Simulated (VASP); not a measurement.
# Li (Pm-3m) in VASP: a series of runs

Runs on Li. Level: PBE. Tasks: single point.

Program: VASP 6.6.1. These are calculated values, not measurements. Logs are shortened: lines on timing, memory, paths and dates and some standing lists are left out, and cuts for length are marked.

## (1) The cell of the first run

The structure is cubic, space group Pm-3m (No. 221). Conventional cell: a = 2.620 Å, b = 2.620 Å, c = 2.620 Å, α = 90.00°, β = 90.00°, γ = 90.00°. Within 3.5 Å of Li (site symmetry m-3m) lie 6 Li at 2.62 Å.

This isn't the form of Li at room conditions, which is bcc.

## (2) Single point, PBE (17.98 Å³/atom)

Input file INCAR:

```
SYSTEM = Li
PREC = Accurate
ENCUT = 520
EDIFF = 1E-6
ISMEAR = -1
SIGMA = 0.1
LREAL = .FALSE.
LASPH = .TRUE.
NELM = 100
ALGO = Normal
ISIF = 2
LWAVE = .FALSE.
LCHARG = .TRUE.
GGA = PE
LELF = .TRUE.
LVHAR = .TRUE.
NBANDS = 8
```

Input file KPOINTS:

```
Automatic mesh
0
G
  19 19 19
  0 0 0
```

Input file POSCAR:

```
Li
1.0
    2.6199980943      0.0000000000      0.0000000000
    0.0000000000      2.6199980943      0.0000000000
    0.0000000000      0.0000000000      2.6199980943
Li
1
Direct
    0.0000000000      0.0000000000      0.0000000000
```

Potentials or basis: VASP PAW PBE potentials, release 64 (Li_sv).

Run with:

```console
$ cat potpaw_PBE.64/Li_sv/POTCAR > POTCAR
$ mpirun -np 1 vasp_std > vasp.out
```

OUTCAR:

```text
SYSTEM = Li
   PREC = Accurate
   ENCUT = 520
   EDIFF = 1E-6
   ISMEAR = -1
   LREAL = .FALSE.
   LASPH = .TRUE.
   NELM = 100
   ISIF = 2
   GGA = PE

 ion  position               nearest neighbor table
   1  0.000  0.000  0.000-

  LATTYP: Found a simple cubic cell.
 ALAT       =     2.6199980943

  Lattice vectors:

 A1 = (   2.6199980943,   0.0000000000,   0.0000000000)
 A2 = (   0.0000000000,   2.6199980943,   0.0000000000)
 A3 = (   0.0000000000,   0.0000000000,   2.6199980943)

Analysis of symmetry for initial positions (statically):
=====================================================================
 Subroutine PRICEL returns:
 Original cell was already a primitive cell.

 Routine SETGRP: Setting up the symmetry group for a
 simple cubic supercell.

 Subroutine GETGRP returns: Found 48 space group operations
 (whereof 48 operations were pure point group operations)
 out of a pool of 48 trial point group operations.

The static configuration has the point symmetry O_h .

Analysis of symmetry for dynamics (positions and initial velocities):
=====================================================================
 Subroutine PRICEL returns:
 Original cell was already a primitive cell.

 Routine SETGRP: Setting up the symmetry group for a
 simple cubic supercell.

 Subroutine GETGRP returns: Found 48 space group operations
 (whereof 48 operations were pure point group operations)
 out of a pool of 48 trial point group operations.

The dynamic configuration has the point symmetry O_h .

 Subroutine INISYM returns: Found 48 space group operations
 (whereof 48 operations are pure point group operations),
 and found     1 'primitive' translations

----------------------------------------------------------------------------------------

                                     Primitive cell

  volume of cell :      17.9847

  direct lattice vectors                    reciprocal lattice vectors
     2.619998094  0.000000000  0.000000000     0.381679667  0.000000000  0.000000000
     0.000000000  2.619998094  0.000000000     0.000000000  0.381679667  0.000000000
     0.000000000  0.000000000  2.619998094     0.000000000  0.000000000  0.381679667

  length of vectors
     2.619998094  2.619998094  2.619998094     0.381679667  0.381679667  0.381679667

  position of ions in fractional coordinates (direct lattice)
     0.000000000  0.000000000  0.000000000

  ion indices of the primitive-cell ions
   primitive index   ion index
                 1           1

----------------------------------------------------------------------------------------

 KPOINTS: Automatic mesh

Automatic generation of k-mesh.
 Grid dimensions read from file:
 generate k-points for:   19   19   19

 Generating k-lattice:

  Cartesian coordinates                     Fractional coordinates (reciprocal lattice)
     0.020088404  0.000000000  0.000000000     0.052631579  0.000000000  0.000000000
     0.000000000  0.020088404  0.000000000     0.000000000  0.052631579  0.000000000
     0.000000000  0.000000000  0.020088404     0.000000000  0.000000000  0.052631579

  Length of vectors
     0.020088404  0.020088404  0.020088404

  Shift w.r.t. Gamma in fractional coordinates (k-lattice)
     0.000000000  0.000000000  0.000000000

 Subroutine IBZKPT returns following result:
 ===========================================

 Found    220 irreducible k-points:

 Following reciprocal coordinates:
            Coordinates               Weight
  0.000000  0.000000  0.000000      1.000000
  0.052632  0.000000  0.000000      6.000000
  0.105263  0.000000  0.000000      6.000000
  0.157895  0.000000  0.000000      6.000000
  0.210526  0.000000  0.000000      6.000000
  0.263158  0.000000  0.000000      6.000000
[... 16 lines left out ...]
  0.263158  0.105263  0.000000     24.000000
  0.315789  0.105263  0.000000     24.000000
 [... further k-points ...]
   k-points           NKPTS =    220   k-points in BZ     NKDIM =    220   number of bands    NBANDS=      8
   number of dos      NEDOS =    301   number of ions     NIONS =      1
   total plane-waves  NPLWV =   8000
   dimension x,y,z NGX =    20 NGY =   20 NGZ =   20
   dimension x,y,z NGXF=    40 NGYF=   40 NGZF=   40
   ions per type =               1
   NGX,Y,Z   is equivalent  to a cutoff of  12.69, 12.69, 12.69 a.u.
   NGXF,Y,Z  is equivalent  to a cutoff of  25.38, 25.38, 25.38 a.u.
 SYSTEM =  Li
   PREC   = accura    normal or accurate (medium, high low for compatibility)
   ISTART =      0    job   : 0-new  1-cont  2-samecut
   ICHARG =      2    charge: 1-file 2-atom 10-const
   ISPIN  =      1    spin polarized calculation?
   LNONCOLLINEAR =      F non collinear calculations
   LSORBIT =      F    spin-orbit coupling
   LASPH  =      T    aspherical Exc in radial PAW
   ENCUT  =  520.0 eV  38.22 Ry    6.18 a.u.   4.87  4.87  4.87*2*pi/ulx,y,z
   NELM   =    100;   NELMIN=  2; NELMDL= -5     # of ELM steps
   EDIFF  = 0.1E-05   stopping-criterion for ELM
   LREAL  =      F    real-space projection
   EDIFFG = 0.1E-04   stopping-criterion for IOM
   NSW    =      0    number of steps for IOM
   IBRION =     -1    ionic relax: 0-MD 1-quasi-New 2-CG
   NFREE  =      0    steps in history (QN), initial steepest desc. (CG)
   ISIF   =      2    stress and relaxation
   ISYM   =      2    0-nonsym 1-usesym 2-fastsym
   POTIM  = 0.5000    time-step for ionic-motion
   TEBEG  =    0.0;   TEEND  =   0.0 temperature during run
   PSTRESS=    0.0 pullay stress
   NELECT =       3.0000    total number of electrons
   NUPDOWN=      -1.0000    fix difference up-down
   EMIN   =  10.00;   EMAX   =-10.00  energy-range for DOS
   EFERMI =   0.00;   METHOD = LEGACY
   ISMEAR =    -1;   SIGMA  =   0.10  broadening in eV -4-tet -1-fermi 0-gaus
   EFERMI_NEDOS =   21; number of points for ismear=-14 and -15
   IALGO  =     38    algorithm
   IMIX   =      4    mixing-type and parameters
     AMIX     =   0.40;   BMIX     =  1.00
     AMIX_MAG =   1.60;   BMIX_MAG =  1.00
  volume/ion in A,a.u.               =      17.98       121.37
  Fermi-wavevector in a.u.,A,eV,Ry     =   0.901186  1.702994 11.049776  0.812136
  Thomas-Fermi vector in A             =   2.024235
   LORBIT       =      0    0 simple, 1 ext, 2 COOP (PROOUT), +10 PAW based schemes
   GGA     = PE    functional components
   LHFCALC =     F    Hartree Fock is set to
   AEXX    =    0.0000 exact exchange contribution
   IVDW    =     0    specifies the selected vdW correction
   LEPSILON=     F    determine dielectric tensor
   LRPA    =     F    only Hartree local field effects (RPA)
 non-spin polarized calculation
  energy-cutoff  :      520.00
  volume of cell :       17.98
 maximum number of plane-waves:       496
 NGX is ok and might be reduce to    20
   NGX =  9   NGY =  9   NGZ =  9

 number of electron       2.9999991 magnetization

 Free energy of the ion-electron system (eV)
  ---------------------------------------------------
  ext. energy  EPLUGINS =         0.00000000
  ---------------------------------------------------
  free energy    TOTEN  =        -1.77842039 eV

  energy without entropy =       -1.76651602  energy(sigma->0) =       -1.77246820

 E-fermi :   0.9445     XC(G=0):  -7.3401

 val. band max:        0.9378732745   @ k =   0.3158   0.3158   0.1579
 cond. band min:       0.9841758928   @ k =   0.3684   0.2632   0.1579
 fundamental gap:      0.0463026183
 Fermi energy:         0.9444937403

 k-point     1 :       0.0000    0.0000    0.0000
  band No.  band energies     occupation
      1     -45.6778      2.00000
      2      -2.6930      2.00000
      3      13.9697      0.00000
      4      13.9697      0.00000
      5      13.9697      0.00000
      6      16.4736      0.00000
      7      16.4736      0.00000
      8      23.4671      0.00000

 k-point     2 :       0.0526    0.0000    0.0000
  band No.  band energies     occupation
      1     -45.6770      2.00000
      2      -2.6501      2.00000
      3      13.0238      0.00000
      4      14.0232      0.00000
      5      14.0232      0.00000
      6      16.5331      0.00000
      7      17.4922      0.00000
      8      23.4267      0.00000

 k-point     3 :       0.1053    0.0000    0.0000
  band No.  band energies     occupation
      1     -45.6744      2.00000
      2      -2.5218      2.00000
      3      11.4826      0.00000
      4      14.1828      0.00000
      5      14.1828      0.00000
      6      16.7115      0.00000
      7      19.2117      0.00000
      8      23.3493      0.00000

 k-point     4 :       0.1579    0.0000    0.0000
  band No.  band energies     occupation
      1     -45.6705      2.00000
      2      -2.3089      2.00000
      3       9.9394      0.00000
      4      14.4458      0.00000
      5      14.4458      0.00000
      6      17.0084      0.00000
      7      20.8119      0.00000
      8      23.4685      0.00000

 k-point     5 :       0.2105    0.0000    0.0000
  band No.  band energies     occupation
      1     -45.6655      2.00000
      2      -2.0146      2.00000
      3       8.4803      0.00000
      4      14.8068      0.00000
      5      14.8068      0.00000
      6      17.4226      0.00000
      7      21.5471      0.00000
      8      24.4296      0.00000
[... 177 lines left out ...]
 k-point    22 :       0.2105    0.1053    0.0000
  band No.  band energies     occupation
      1     -45.6621      2.00000
      2      -1.8333      2.00000
      3       8.4981      0.00000
      4      12.7785      0.00000
      5      15.0175      0.00000
      6      19.3502      0.00000
      7      21.6768      0.00000
      8      24.1777      0.00000

 k-point    23 :       0.2632    0.1053    0.0000
  band No.  band energies     occupation
      1     -45.6568      2.00000
      2      -1.4573      2.00000
      3       7.1980      0.00000
      4      13.2087      0.00000
      5      15.4649      0.00000
      6      19.7706      0.00000
      7      21.0887      0.00000
      8      25.1778      0.00000

 k-point    24 :       0.3158    0.1053    0.0000
  band No.  band energies     occupation
      1     -45.6515      2.00000
      2      -1.0134      2.00000
      3       5.9993      0.00000
      4      13.7460      0.00000
      5      15.9805      0.00000
      6      19.8577      0.00000
      7      20.7404      0.00000
      8      24.5854      0.00000

 [... further k-points ...]
[... 5 lines left out ...]
  --------------------------------------------------------------------------------------
  -------------------------------------------------------------------------------------
  Total        0.2067809      0.2067809      0.2067809      0.0000000      0.0000000     -0.0000000
  in kB       18.4212109     18.4212109     18.4212109      0.0000000      0.0000000     -0.0000000
  external PRESSURE =      18.4212109 kB  Pullay stress =       0.0000000 kB

 VOLUME and BASIS-vectors are now :
 -----------------------------------------------------------------------------
  energy-cutoff  :      520.00
  volume of cell :       17.98
      direct lattice vectors                 reciprocal lattice vectors
     2.619998094  0.000000000  0.000000000     0.381679667  0.000000000  0.000000000
     0.000000000  2.619998094  0.000000000     0.000000000  0.381679667  0.000000000
     0.000000000  0.000000000  2.619998094     0.000000000  0.000000000  0.381679667

 POSITION                                       TOTAL-FORCE (eV/Angst)
 -----------------------------------------------------------------------------------
      0.00000      0.00000      0.00000         0.000000      0.000000      0.000000
 -----------------------------------------------------------------------------------
    total drift:                               -0.000000      0.000000      0.000000

  FREE ENERGIE OF THE ION-ELECTRON SYSTEM (eV)
  ---------------------------------------------------
  free  energy   TOTEN  =        -1.7784203883 eV

  energy  without entropy=       -1.7665160173  energy(sigma->0) =       -1.77246820
```

Wall time 6.4 s (1 thread of Intel Xeon 6975P-C (Granite Rapids), shared host); peak memory 0.13 GiB.

Results:

```yaml
Free_energy: -1.7784 eV
Band_gap_on_the_k_mesh: zero (an odd number of electrons rules out a gap without spin polarisation)
```

Levels at points of the mesh, in eV from the Fermi level:
```csv
k point,band 1,band 2,band 3,band 4,band 5
"(0.00, 0.00, 0.00)",-46.62,-3.64,13.03,13.03,13.03
```

Caveat: the cutoff is under 1.25 times the usual one of these potentials, so pressure, stress and relaxed cells hold a basis-set (Pulay) error.

## (3) Single point, PBE (18.80 Å³/atom)

This run uses another cell than the first one, of 18.80 Å³/atom.

Input file INCAR:

```
SYSTEM = Li
PREC = Accurate
ENCUT = 520
EDIFF = 1E-7
ISMEAR = -1
SIGMA = 0.1
LREAL = .FALSE.
LASPH = .TRUE.
NELM = 100
ALGO = Normal
ISIF = 2
LWAVE = .FALSE.
LCHARG = .FALSE.
GGA = PE
NBANDS = 8
```

KPOINTS is that of step 2.

Input file POSCAR:

```
Li
1.0
    2.6591083095      0.0000000000      0.0000000000
    0.0000000000      2.6591083095      0.0000000000
    0.0000000000      0.0000000000      2.6591083095
Li
1
Direct
    0.0000000000      0.0000000000      0.0000000000
```

Potentials or basis: VASP PAW PBE potentials, release 64 (Li_sv).

Run with:

```console
$ cat potpaw_PBE.64/Li_sv/POTCAR > POTCAR
$ mpirun -np 1 vasp_std > vasp.out
```

OUTCAR:

```text
SYSTEM = Li
   PREC = Accurate
   ENCUT = 520
   EDIFF = 1E-7
   ISMEAR = -1
   LREAL = .FALSE.
   LASPH = .TRUE.
   NELM = 100
   ISIF = 2
   GGA = PE

 ion  position               nearest neighbor table
   1  0.000  0.000  0.000-

  LATTYP: Found a simple cubic cell.
 ALAT       =     2.6591083095

  Lattice vectors:

 A1 = (   2.6591083095,   0.0000000000,   0.0000000000)
 A2 = (   0.0000000000,   2.6591083095,   0.0000000000)
 A3 = (   0.0000000000,   0.0000000000,   2.6591083095)

Analysis of symmetry for initial positions (statically):
=====================================================================
 Subroutine PRICEL returns:
 Original cell was already a primitive cell.

 Routine SETGRP: Setting up the symmetry group for a
 simple cubic supercell.

 Subroutine GETGRP returns: Found 48 space group operations
 (whereof 48 operations were pure point group operations)
 out of a pool of 48 trial point group operations.

The static configuration has the point symmetry O_h .

Analysis of symmetry for dynamics (positions and initial velocities):
=====================================================================
 Subroutine PRICEL returns:
 Original cell was already a primitive cell.

 Routine SETGRP: Setting up the symmetry group for a
 simple cubic supercell.

 Subroutine GETGRP returns: Found 48 space group operations
 (whereof 48 operations were pure point group operations)
 out of a pool of 48 trial point group operations.

The dynamic configuration has the point symmetry O_h .

 Subroutine INISYM returns: Found 48 space group operations
 (whereof 48 operations are pure point group operations),
 and found     1 'primitive' translations

----------------------------------------------------------------------------------------

                                     Primitive cell

  volume of cell :      18.8022

[... 102 lines left out ...]
   EFERMI_NEDOS =   21; number of points for ismear=-14 and -15
   IALGO  =     38    algorithm
   IMIX   =      4    mixing-type and parameters
     AMIX     =   0.40;   BMIX     =  1.00
     AMIX_MAG =   1.60;   BMIX_MAG =  1.00
  volume/ion in A,a.u.               =      18.80       126.88
  Fermi-wavevector in a.u.,A,eV,Ry     =   0.887931  1.677946 10.727125  0.788421
  Thomas-Fermi vector in A             =   2.009294
   LORBIT       =      0    0 simple, 1 ext, 2 COOP (PROOUT), +10 PAW based schemes
   GGA     = PE    functional components
   LHFCALC =     F    Hartree Fock is set to
   AEXX    =    0.0000 exact exchange contribution
   IVDW    =     0    specifies the selected vdW correction
   LEPSILON=     F    determine dielectric tensor
   LRPA    =     F    only Hartree local field effects (RPA)
 non-spin polarized calculation
  energy-cutoff  :      520.00
  volume of cell :       18.80
 maximum number of plane-waves:       518
 NGX is ok and might be reduce to    20
   NGX =  9   NGY =  9   NGZ =  9

 number of electron       2.9999989 magnetization

 Free energy of the ion-electron system (eV)
  ---------------------------------------------------
  ext. energy  EPLUGINS =         0.00000000
  ---------------------------------------------------
  free energy    TOTEN  =        -1.78645906 eV

  energy without entropy =       -1.77425004  energy(sigma->0) =       -1.78035455

 E-fermi :   0.8093     XC(G=0):  -7.2276

 val. band max:        0.7895003497   @ k =   0.3158   0.3158   0.1579
 cond. band min:       0.8379971927   @ k =   0.3684   0.2632   0.1579
 fundamental gap:      0.0484968430
 Fermi energy:         0.8092979740

 k-point     1 :       0.0000    0.0000    0.0000
  band No.  band energies     occupation
      1     -45.8706      2.00000
      2      -2.7763      2.00000
      3      13.4452      0.00000
      4      13.4452      0.00000
      5      13.4452      0.00000
      6      15.9055      0.00000
      7      15.9055      0.00000
      8      22.5918      0.00000
[... 243 lines left out ...]
 k-point    24 :       0.3158    0.1053    0.0000
  band No.  band energies     occupation
      1     -45.8481      2.00000
      2      -1.1165      2.00000
      3       5.6882      0.00000
      4      13.2220      0.00000
      5      15.3900      0.00000
      6      19.1742      0.00000
      7      20.0287      0.00000
      8      23.7663      0.00000

 [... further k-points ...]
[... 5 lines left out ...]
  --------------------------------------------------------------------------------------
  -------------------------------------------------------------------------------------
  Total        0.1261363      0.1261363      0.1261363      0.0000000      0.0000000     -0.0000000
  in kB       10.7483716     10.7483716     10.7483716      0.0000000      0.0000000     -0.0000000
  external PRESSURE =      10.7483716 kB  Pullay stress =       0.0000000 kB

 VOLUME and BASIS-vectors are now :
 -----------------------------------------------------------------------------
  energy-cutoff  :      520.00
  volume of cell :       18.80
      direct lattice vectors                 reciprocal lattice vectors
     2.659108310  0.000000000  0.000000000     0.376065915  0.000000000  0.000000000
     0.000000000  2.659108310  0.000000000     0.000000000  0.376065915  0.000000000
     0.000000000  0.000000000  2.659108310     0.000000000  0.000000000  0.376065915

 POSITION                                       TOTAL-FORCE (eV/Angst)
 -----------------------------------------------------------------------------------
      0.00000      0.00000      0.00000         0.000000      0.000000      0.000000
 -----------------------------------------------------------------------------------
    total drift:                               -0.000000      0.000000      0.000000

  FREE ENERGIE OF THE ION-ELECTRON SYSTEM (eV)
  ---------------------------------------------------
  free  energy   TOTEN  =        -1.7864590642 eV

  energy  without entropy=       -1.7742500398  energy(sigma->0) =       -1.78035455
```

It took 6.9 s on 1 thread of Intel Xeon 6975P-C (Granite Rapids), shared host; peak memory 0.13 GiB.

What came out:

| Quantity | Value |
| --- | --- |
| Free energy | -1.7865 eV |
| Band gap on the k mesh | zero (an odd number of electrons rules out a gap without spin polarisation) |

Caveat: the cutoff is under 1.25 times the usual one of these potentials, so pressure, stress and relaxed cells hold a basis-set (Pulay) error.

(Continued in part 2 of 2.)
